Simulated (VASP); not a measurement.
# Zr8B15 (a cell with a defect) in VASP: single point with LDA

Aim: the single point of Zr8B15 (a cell with a defect) with LDA.

Program: VASP 6.6.1. These are calculated values, not measurements. Logs are shortened: lines on timing, memory, paths and dates and some standing lists are left out, and cuts for length are marked.

### Step 1. The cell of the first run

The cell holds a defect, 23 atoms: a = 6.256 Å, b = 6.256 Å, c = 6.958 Å, α = 90.00°, β = 90.00°, γ = 120.00°.

### Step 2. Single point, LDA

The input, INCAR:

```
SYSTEM = Zr8B15
PREC = Accurate
ENCUT = 520
EDIFF = 1E-7
ISMEAR = -1
SIGMA = 0.1
LREAL = Auto
LASPH = .TRUE.
NELM = 80
ALGO = Normal
ISIF = 2
LWAVE = .FALSE.
LCHARG = .FALSE.
NBANDS = 88
```

The input, KPOINTS:

```
regular mesh
0
G
  3 3 2
  0 0 0
```

The input, POSCAR:

```
Zr8B15
1.0
    6.2562506200      0.0000000100      0.0000000000
   -3.1281253200      5.4180711800      0.0000000000
    0.0000000000      0.0000000000      6.9579785800
Zr B
8 15
Direct
   -0.0000991261     -0.0047201299     -0.0041563796
   -0.0000983203     -0.0047188380      0.5013437394
   -0.0000997613      0.5048390671     -0.0041562358
   -0.0000976586      0.5048394362      0.5013434520
    0.5031876330      0.0017035573      0.0007042275
    0.5031866673      0.0017022654      0.4964834198
    0.4966166077      0.4984170391      0.0007006345
    0.4966148742      0.4984174082      0.4964864379
   -0.0000975561      0.2500602069      0.2485934643
    0.3376303346      0.1575294913      0.2485934643
    0.1668260859      0.3335223806      0.7485945724
    0.3349792751      0.1671653927      0.7485931352
    0.1674530170      0.8338358520      0.2485934643
    0.3376306732      0.6803199652      0.2485934643
    0.1705316220      0.8353749606      0.7485935664
    0.3349790444      0.6680320129      0.7485944287
    0.6621703830      0.3425898132      0.2485940392
    0.6648244185      0.3329553883      0.7485929915
    0.8329776752      0.1665982158      0.7485934227
    0.6621713148      0.8197998597      0.2485928895
    0.8323496351      0.6662843421      0.2485943267
    0.6648243822      0.8320878120      0.7485932789
    0.8292707533      0.6647446798      0.7485934227
```

Potentials or basis: VASP PAW LDA potentials, release 64 (Zr_sv, B).

Run with:

```
$ cat potpaw_LDA.64/Zr_sv/POTCAR potpaw_LDA.64/B/POTCAR > POTCAR
$ mpirun -np 1 vasp_std > vasp.out
```

OUTCAR:

```text
SYSTEM = Zr8B15
   PREC = Accurate
   ENCUT = 520
   EDIFF = 1E-7
   ISMEAR = -1
   LREAL = Auto
   LASPH = .TRUE.
   NELM = 80
   ISIF = 2

 ion  position               nearest neighbor table
   1  1.000  0.995  0.996-   9 2.37  23 2.48  15 2.48  22 2.50  12 2.50  13 2.50  21 2.50  11 2.51
                            19 2.51  20 2.54  10 2.54   3 3.07   5 3.13   7 3.13   7 3.13   5 3.13
   2  1.000  0.995  0.501-   9 2.37  15 2.48  23 2.48  22 2.50  12 2.50  21 2.50  13 2.50  19 2.51
                            11 2.51  10 2.54  20 2.54   4 3.07   8 3.13   6 3.13   6 3.13   8 3.13
   3  1.000  0.505  0.996-   9 2.37  23 2.48  15 2.48  18 2.50  16 2.50  13 2.50  21 2.50  19 2.51
                            11 2.51  14 2.54  17 2.54   1 3.07   5 3.13   7 3.13   7 3.13   5 3.13
   4  1.000  0.505  0.501-   9 2.37  15 2.48  23 2.48  18 2.50  16 2.50  13 2.50  21 2.50  19 2.51
                            11 2.51  14 2.54  17 2.54   2 3.07   8 3.13   6 3.13   6 3.13   8 3.13
   5  0.503  0.002  0.001-  10 2.45  14 2.45  19 2.50  13 2.51  18 2.51  22 2.51  15 2.52  16 2.52
                            12 2.52  20 2.53  17 2.53   3 3.13   1 3.13   7 3.13   7 3.13   1 3.13
   6  0.503  0.002  0.496-  14 2.45  10 2.45  19 2.50  13 2.51  22 2.51  18 2.51  15 2.52  12 2.52
                            16 2.52  17 2.53  20 2.53   2 3.13   4 3.13   8 3.13   8 3.13   4 3.13
   7  0.497  0.498  0.001-  17 2.45  20 2.45  11 2.50  21 2.51  16 2.51  12 2.51  23 2.52  18 2.52
                            22 2.52  10 2.53  14 2.53   1 3.13   3 3.13   5 3.13   5 3.13   3 3.13
   8  0.497  0.498  0.496-  17 2.45  20 2.45  11 2.50  21 2.51  12 2.51  16 2.51  23 2.52  22 2.52
                            18 2.52  14 2.53  10 2.53   4 3.13   2 3.13   6 3.13   6 3.13   2 3.13
   9  1.000  0.250  0.249-   2 2.37   4 2.37   1 2.37   3 2.37
  10  0.338  0.158  0.249-  13 1.75  17 1.76   5 2.45   6 2.45   7 2.53   8 2.53   2 2.54   1 2.54

  11  0.167  0.334  0.749-  19 1.81  16 1.81  12 1.81   7 2.50   8 2.50   1 2.51   3 2.51   4 2.51
                             2 2.51
  12  0.335  0.167  0.749-  18 1.79  15 1.80  11 1.81   2 2.50   1 2.50   8 2.51   7 2.51   6 2.52
                             5 2.52
  13  0.167  0.834  0.249-  14 1.75  10 1.75  21 1.82   1 2.50   4 2.50   3 2.50   2 2.50   6 2.51
                             5 2.51
  14  0.338  0.680  0.249-  13 1.75  20 1.76   6 2.45   5 2.45   8 2.53   7 2.53   4 2.54   3 2.54

  15  0.171  0.835  0.749-  16 1.80  12 1.80  23 1.85   4 2.48   1 2.48   2 2.48   3 2.48   6 2.52
                             5 2.52
  16  0.335  0.668  0.749-  22 1.79  15 1.80  11 1.81   4 2.50   3 2.50   7 2.51   8 2.51   5 2.52
                             6 2.52
  17  0.662  0.343  0.249-  21 1.75  10 1.76   7 2.45   8 2.45   5 2.53   6 2.53   3 2.54   4 2.54

  18  0.665  0.333  0.749-  12 1.79  23 1.80  19 1.81   3 2.50   4 2.50   6 2.51   5 2.51   7 2.52
                             8 2.52
  19  0.833  0.167  0.749-  11 1.81  22 1.81  18 1.81   6 2.50   5 2.50   2 2.51   4 2.51   3 2.51
                             1 2.51
  20  0.662  0.820  0.249-  21 1.75  14 1.76   7 2.45   8 2.45   5 2.53   6 2.53   1 2.54   2 2.54

  21  0.832  0.666  0.249-  20 1.75  17 1.75  13 1.82   2 2.50   1 2.50   4 2.50   3 2.50   8 2.51
                             7 2.51
  22  0.665  0.832  0.749-  16 1.79  23 1.80  19 1.81   2 2.50   1 2.50   6 2.51   5 2.51   8 2.52
                             7 2.52
  23  0.829  0.665  0.749-  18 1.80  22 1.80  15 1.85   1 2.48   3 2.48   2 2.48   4 2.48   7 2.52
                             8 2.52

  LATTYP: Found a hexagonal cell.
 ALAT       =     6.2562506200
 C/A-ratio  =     1.1121642982

  Lattice vectors:

 A1 = (   6.2562506200,   0.0000000100,   0.0000000000)
 A2 = (  -3.1281253200,   5.4180711800,   0.0000000000)
 A3 = (   0.0000000000,   0.0000000000,   6.9579785800)

Analysis of symmetry for initial positions (statically):
=====================================================================
 Subroutine PRICEL returns:
 Original cell was already a primitive cell.

 Routine SETGRP: Setting up the symmetry group for a
 hexagonal supercell.

 Subroutine GETGRP returns: Found  8 space group operations
 (whereof  1 operations were pure point group operations)
 out of a pool of 24 trial point group operations.

The static configuration has the point symmetry C_1 .
 The point group associated with its full space group is D_2h.

Analysis of symmetry for dynamics (positions and initial velocities):
=====================================================================
 Subroutine PRICEL returns:
 Original cell was already a primitive cell.

 Routine SETGRP: Setting up the symmetry group for a
 hexagonal supercell.

 Subroutine GETGRP returns: Found  8 space group operations
 (whereof  1 operations were pure point group operations)
 out of a pool of 24 trial point group operations.

The dynamic configuration has the point symmetry C_1 .
 The point group associated with its full space group is D_2h.

 Subroutine INISYM returns: Found  8 space group operations
 (whereof  1 operations are pure point group operations),
 and found     1 'primitive' translations

----------------------------------------------------------------------------------------

                                     Primitive cell

  volume of cell :     235.8533

  direct lattice vectors                    reciprocal lattice vectors
     6.256250620  0.000000010  0.000000000     0.159840144  0.092283764  0.000000000
    -3.128125320  5.418071180  0.000000000    -0.000000000  0.184567527  0.000000000
     0.000000000  0.000000000  6.957978580     0.000000000  0.000000000  0.143719902

  length of vectors
     6.256250620  6.256249941  6.957978580     0.184567507  0.184567527  0.143719902

  position of ions in fractional coordinates (direct lattice)
     0.999900874  0.995279870  0.995843620
     0.999901680  0.995281162  0.501343739
     0.999900239  0.504839067  0.995843764
     0.999902341  0.504839436  0.501343452
     0.503187633  0.001703557  0.000704228
     0.503186667  0.001702265  0.496483420
[... 15 lines left out ...]
     0.664824382  0.832087812  0.748593279
     0.829270753  0.664744680  0.748593423

  ion indices of the primitive-cell ions
   primitive index   ion index
                 1           1
                 2           2
                 3           3
                 4           4
                 5           5
                 6           6
[... 15 lines left out ...]
                22          22
                23          23

----------------------------------------------------------------------------------------

 KPOINTS: regular mesh

Automatic generation of k-mesh.
 Grid dimensions read from file:
 generate k-points for:    3    3    2

 Generating k-lattice:

  Cartesian coordinates                     Fractional coordinates (reciprocal lattice)
     0.053280048  0.030761255  0.000000000     0.333333333  0.000000000  0.000000000
    -0.000000000  0.061522509  0.000000000     0.000000000  0.333333333  0.000000000
     0.000000000  0.000000000  0.071859951     0.000000000  0.000000000  0.500000000

  Length of vectors
     0.061522502  0.061522509  0.071859951

  Shift w.r.t. Gamma in fractional coordinates (k-lattice)
     0.000000000  0.000000000  0.000000000

 Subroutine IBZKPT returns following result:
 ===========================================

 Found      8 irreducible k-points:

 Following reciprocal coordinates:
            Coordinates               Weight
  0.000000  0.000000  0.000000      1.000000
  0.333333 -0.000000  0.000000      2.000000
  0.000000  0.333333  0.000000      4.000000
  0.333333  0.333333  0.000000      2.000000
  0.000000  0.000000  0.500000      1.000000
  0.333333 -0.000000  0.500000      2.000000
  0.000000  0.333333  0.500000      4.000000
  0.333333  0.333333  0.500000      2.000000
   k-points           NKPTS =      8   k-points in BZ     NKDIM =      8   number of bands    NBANDS=     88
   number of dos      NEDOS =    301   number of ions     NIONS =     23
   total plane-waves  NPLWV = 124416
   dimension x,y,z NGX =    48 NGY =   48 NGZ =   54
   dimension x,y,z NGXF=    96 NGYF=   96 NGZF=  108
   ions per type =               8  15
   NGX,Y,Z   is equivalent  to a cutoff of  12.75, 12.75, 12.90 a.u.
   NGXF,Y,Z  is equivalent  to a cutoff of  25.51, 25.51, 25.80 a.u.
 SYSTEM =  Zr8B15
   PREC   = accura    normal or accurate (medium, high low for compatibility)
   ISTART =      0    job   : 0-new  1-cont  2-samecut
   ICHARG =      2    charge: 1-file 2-atom 10-const
   ISPIN  =      1    spin polarized calculation?
   LNONCOLLINEAR =      F non collinear calculations
   LSORBIT =      F    spin-orbit coupling
   LASPH  =      T    aspherical Exc in radial PAW
   ENCUT  =  520.0 eV  38.22 Ry    6.18 a.u.  11.63 11.63 12.94*2*pi/ulx,y,z
   NELM   =     80;   NELMIN=  2; NELMDL= -5     # of ELM steps
   EDIFF  = 0.1E-06   stopping-criterion for ELM
   LREAL  =      T    real-space projection
   EDIFFG = 0.1E-05   stopping-criterion for IOM
   NSW    =      0    number of steps for IOM
   IBRION =     -1    ionic relax: 0-MD 1-quasi-New 2-CG
   NFREE  =      0    steps in history (QN), initial steepest desc. (CG)
   ISIF   =      2    stress and relaxation
   ISYM   =      2    0-nonsym 1-usesym 2-fastsym
   POTIM  = 0.5000    time-step for ionic-motion
   TEBEG  =    0.0;   TEEND  =   0.0 temperature during run
   PSTRESS=    0.0 pullay stress
   NELECT =     141.0000    total number of electrons
   NUPDOWN=      -1.0000    fix difference up-down
   EMIN   =  10.00;   EMAX   =-10.00  energy-range for DOS
   EFERMI =   0.00;   METHOD = LEGACY
   ISMEAR =    -1;   SIGMA  =   0.10  broadening in eV -4-tet -1-fermi 0-gaus
   EFERMI_NEDOS =   21; number of points for ismear=-14 and -15
   IALGO  =     38    algorithm
   IMIX   =      4    mixing-type and parameters
     AMIX     =   0.40;   BMIX     =  1.00
     AMIX_MAG =   1.60;   BMIX_MAG =  1.00
  volume/ion in A,a.u.               =      10.25        69.20
  Fermi-wavevector in a.u.,A,eV,Ry     =   1.379115  2.606150 25.877721  1.901959
  Thomas-Fermi vector in A             =   2.504114
   LORBIT       =      0    0 simple, 1 ext, 2 COOP (PROOUT), +10 PAW based schemes
   GGA     = CA    functional components
   LHFCALC =     F    Hartree Fock is set to
   AEXX    =    0.0000 exact exchange contribution
   IVDW    =     0    specifies the selected vdW correction
   LEPSILON=     F    determine dielectric tensor
   LRPA    =     F    only Hartree local field effects (RPA)
 non-spin polarized calculation
  energy-cutoff  :      520.00
  volume of cell :      235.85
 maximum number of plane-waves:      6391
 NGX is ok and might be reduce to    48
   NGX = 23   NGY = 23   NGZ = 25

 number of electron     141.0000000 magnetization

 Free energy of the ion-electron system (eV)
  ---------------------------------------------------
  ext. energy  EPLUGINS =         0.00000000
  ---------------------------------------------------
  free energy    TOTEN  =      -206.58430532 eV

  energy without entropy =     -206.38135046  energy(sigma->0) =     -206.48282789

 E-fermi :  10.2011     XC(G=0): -12.6488

 val. band max:       10.1871830923   @ k =   0.3333   0.3333   0.0000
 cond. band min:      10.2598035923   @ k =   0.0000   0.3333   0.0000
 fundamental gap:      0.0726205000
 Fermi energy:        10.2011457418

 k-point     1 :       0.0000    0.0000    0.0000
  band No.  band energies     occupation
      1     -37.5895      2.00000
      2     -37.5654      2.00000
      3     -37.4917      2.00000
      4     -37.4693      2.00000
      5     -37.3795      2.00000
      6     -37.3564      2.00000
[... 669 lines left out ...]
     81      14.3819      0.00000
     82      14.3832      0.00000
 [bands above 82 left out]

------------------------ aborting loop because EDIFF is reached ----------------------------------------

  FORCE on cell =-STRESS in cart. coord.  units (eV):
  Direction    XX          YY          ZZ          XY          YZ          ZX
  --------------------------------------------------------------------------------------
  -------------------------------------------------------------------------------------
  Total        0.4759805     10.5787396      4.5379198     -8.7492475      0.0000000      0.0000000
  in kB        3.2333878     71.8625421     30.8265887    -59.4346010      0.0000000      0.0000000
  external PRESSURE =      35.3075062 kB  Pullay stress =       0.0000000 kB

 VOLUME and BASIS-vectors are now :
 -----------------------------------------------------------------------------
  energy-cutoff  :      520.00
  volume of cell :      235.85
      direct lattice vectors                 reciprocal lattice vectors
     6.256250620  0.000000010  0.000000000     0.159840144  0.092283764  0.000000000
    -3.128125320  5.418071180  0.000000000    -0.000000000  0.184567527  0.000000000
     0.000000000  0.000000000  6.957978580     0.000000000  0.000000000  0.143719902

 POSITION                                       TOTAL-FORCE (eV/Angst)
 -----------------------------------------------------------------------------------
      3.14227      5.39250      6.92906        -0.004998      0.008656     -0.019500
      3.14227      5.39250      3.48834        -0.004998      0.008656      0.019500
      4.67643      2.73525      6.92906         0.004998     -0.008656     -0.019500
      4.67644      2.73526      3.48834         0.004998     -0.008656      0.019500
      3.14274      0.00923      0.00490        -0.018985     -0.010961     -0.014603
      3.14274      0.00922      3.45452        -0.018985     -0.010961      0.014603
[... 15 lines left out ...]
      1.55643      4.50831      5.20870         0.001909     -0.021929      0.000000
      3.10872      3.60163      5.20870        -0.066674     -0.038494      0.000000
 -----------------------------------------------------------------------------------
    total drift:                               -0.025501     -0.046343      0.023917

  FREE ENERGIE OF THE ION-ELECTRON SYSTEM (eV)
  ---------------------------------------------------
  free  energy   TOTEN  =      -206.5843053164 eV

  energy  without entropy=     -206.3813504637  energy(sigma->0) =     -206.48282789
```

Run time: 3.5 min. Hardware: 1 thread of Intel Xeon Platinum 8488C (Sapphire Rapids), shared host; peak memory 0.34 GiB.

What came out:

```yaml
Free_energy: -206.5843 eV
Pressure: 3.5 GPa
Largest_force: 0.077 eV/Å
Band_gap_on_the_k_mesh: zero (an odd number of electrons rules out a gap without spin polarisation)
```

Forces in eV/Å, atoms in the order of the input:
```
Zr  -0.005  0.009 -0.019
Zr  -0.005  0.009  0.019
Zr   0.005 -0.009 -0.019
Zr   0.005 -0.009  0.019
Zr  -0.019 -0.011 -0.015
Zr  -0.019 -0.011  0.015
Zr   0.019  0.011 -0.015
Zr   0.019  0.011  0.015
B    0.000  0.000  0.000
B    0.050 -0.038  0.000
B   -0.025 -0.014  0.000
B    0.018 -0.013  0.000
B    0.048  0.028  0.000
B   -0.008  0.062  0.000
B    0.067  0.038  0.000
B   -0.002  0.022  0.000
B   -0.050  0.038  0.000
B   -0.018  0.013  0.000
B    0.025  0.014  0.000
B    0.008 -0.062  0.000
B   -0.048 -0.028  0.000
B    0.002 -0.022  0.000
B   -0.067 -0.038  0.000
```

Stress tensor (GPa, compression positive):
```
 0.32 -5.94  0.00
-5.94  7.19  0.00
 0.00  0.00  3.08
```

Caveat: the k points lie up to 0.45 Å⁻¹ apart, too coarse for converged energies and pressures of a metal.

The gap in the log of VASP goes by the Fermi energy; the results here count the filled bands.